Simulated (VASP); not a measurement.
Input of a VASP 6.6.1 run:

POSCAR

```
Sr
1.0
    4.3025330000      0.0000000000      0.0000000000
    2.1512665000      3.7261028786      0.0000000000
    2.1512665000      1.2420342929      3.5130034838
Sr
1
Direct
    0.0000000000      0.0000000000      0.0000000000
```

INCAR.step1

```
SYSTEM = Sr
PREC = Accurate
ENCUT = 600
ISMEAR = -1
SIGMA = 0.02
LREAL = .FALSE.
LASPH = .TRUE.
NELM = 100
GGA = PE
ALGO = Normal
EDIFF = 1E-4
LWAVE = .TRUE.
LCHARG = .FALSE.
```

File INCAR.step2:

```
SYSTEM = Sr
PREC = Accurate
ENCUT = 600
EDIFF = 1E-7
ISMEAR = -1
SIGMA = 0.02
LREAL = .FALSE.
LASPH = .TRUE.
NELM = 100
ALGO = Normal
ISIF = 3
LWAVE = .FALSE.
LCHARG = .FALSE.
METAGGA = R2SCAN
LMIXTAU = .TRUE.
IBRION = 2
NSW = 80
EDIFFG = -0.01
ISTART = 1
```

File KPOINTS:

```
Automatic mesh
0
G
  7 7 7
  0 0 0
```

Potentials or basis: VASP PAW PBE potentials, release 64 (Sr_sv).

Command:

```console
$ cat potpaw_PBE.64/Sr_sv/POTCAR > POTCAR
$ cp INCAR.step1 INCAR
$ mpirun -np 1 vasp_std > vasp.out
$ cp INCAR.step2 INCAR
$ mpirun -np 1 vasp_std > vasp.out
```

Problem. Predict the relaxed cell.

Solution. a = 4.332 Å, b = 4.332 Å, c = 4.332 Å, α = 60.00°, β = 60.00°, γ = 60.00°.

Problem. Predict the band gap on the k mesh.

Solution. Zero (bands 5 and 6 overlap by 0.08 eV).

Problem. Estimate the relaxed volume.

Solution. 57.48 Å³/atom.

Problem. What does it give for the space group after relaxing (to 0.1 Å)?

Solution. Fm-3m (No. 225).

The path:
```
step  energy change (eV)  largest force (eV/Å)  pressure (GPa)  volume (Å³)
   1              0.0000                0.0000            0.23        56.32
   2             -0.0007                0.0000            0.10        56.98
   3             -0.0008                0.0000           -0.01        57.48
```

Caveat: the PAW data sets were made with another functional, which shifts forces and pressure a little. Zero-point motion and thermal expansion aren't in these numbers.
